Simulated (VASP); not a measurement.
Input of a VASP 6.6.1 run:

INCAR

```
PREC = Accurate ; ENCUT = 520
EDIFF = 1E-6 ; ISMEAR = 0
SIGMA = 0.05 ; LREAL = False
LASPH = True ; NELM = 150
ALGO = Normal ; ISIF = 2
LWAVE = False ; LCHARG = True
ISPIN = 2 ; MAGMOM = 0 0 0 0 0 0 0 0 1
LORBIT = 11 ; LDIPOL = True
IDIPOL = 3 ; DIPOL = 0.5 0.5 0.321
GGA = PE ; LELF = True
LVHAR = True ; LVACPOTAV = True
NBANDS = 30
```

The input KPOINTS:

```
regular mesh
0
Gamma
  9 5 1
```

POSCAR

```
Si4HC4
1.0
    3.0920147307      0.0000000000      0.0000000000
    0.0000000000      5.0738209340      0.0000000000
    0.0000000000      0.0000000000     18.9686857191
Si C H
4 4 1
Direct
    0.0000000000      0.9954360513      0.2108738612
    0.5000000000      0.4954360513      0.2579297186
    0.5000000000      0.9936728499      0.3565277206
    0.0000000000      0.4650509319      0.3853429995
    0.0000000000      0.6195639487      0.2108738612
    0.5000000000      0.1195639487      0.2579297186
    0.5000000000      0.6250367811      0.3569005390
    0.0000000000      0.1238202602      0.3937376490
    0.0000000000      0.6238202602      0.4568795448
```

Potentials or basis: VASP PAW PBE potentials, release 64 (Si, C, H).

Launch:

```bash
$ cat potpaw_PBE.64/Si/POTCAR potpaw_PBE.64/C/POTCAR potpaw_PBE.64/H/POTCAR > POTCAR
$ mpirun -np 1 vasp_std > vasp.out
```

Task: Estimate the net moment.

Result: 0.85 μB per cell.

Task: Predict the site moments.

Result: Si -0.05, -0.01; C +0.17, +0.03, +0.07, +0.18; H +0.05 μB.

Forces in eV/Å, atoms in the order of the input:
```
Si   0.000 -1.824  1.520
Si   0.000  0.853 -1.751
Si   0.000 -1.126  0.413
Si   0.000  2.884  3.308
C    0.000  1.192  1.395
C    0.000  0.393 -1.115
C    0.000 -0.402 -2.977
C    0.000 -1.252 -0.800
H    0.000 -0.718  0.006
```
